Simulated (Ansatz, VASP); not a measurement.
# Cu in VASP and in Ansatz

```
Cu
1.0
     0.00000    1.78500    1.78500
     1.78500    0.00000    1.78500
     1.78500    1.78500    0.00000
Cu
1
Direct
  0.00000 0.00000 0.00000
```

Alike in both runs: task single point; functional PBEsol; dispersion D4; k mesh 8 × 8 × 8; occupations gaussian, width 0.1 eV; no spin polarisation.

|  | VASP | Ansatz |
| --- | --- | --- |
| version | VASP 6.6.1 | Ansatz 0.2.0 |
| potentials or method | VASP PAW PBE potentials, release 64 (Cu), cutoff 600 eV | scalar-relativistic, plane waves, PAW |
| valence electrons in the cell | 11 | 19 |

Ansatz gave:

* gap on the k mesh at the Fermi level (eV): none
* pressure (GPa): -4.2

What did VASP give for the same quantities?

gap on the k mesh at the Fermi level (eV): none; pressure (GPa): -3.4.

VASP's potentials were made for PBE, not for PBEsol, and Ansatz warns of the same on its side. A gap of «none» marks a metal or a gap that the smearing closes. VASP's potentials hold 11 valence electrons a cell and Ansatz's 19, so a difference there can come from the potentials and not from the codes.

The k mesh is coarse, so the values compare programs but aren't converged.
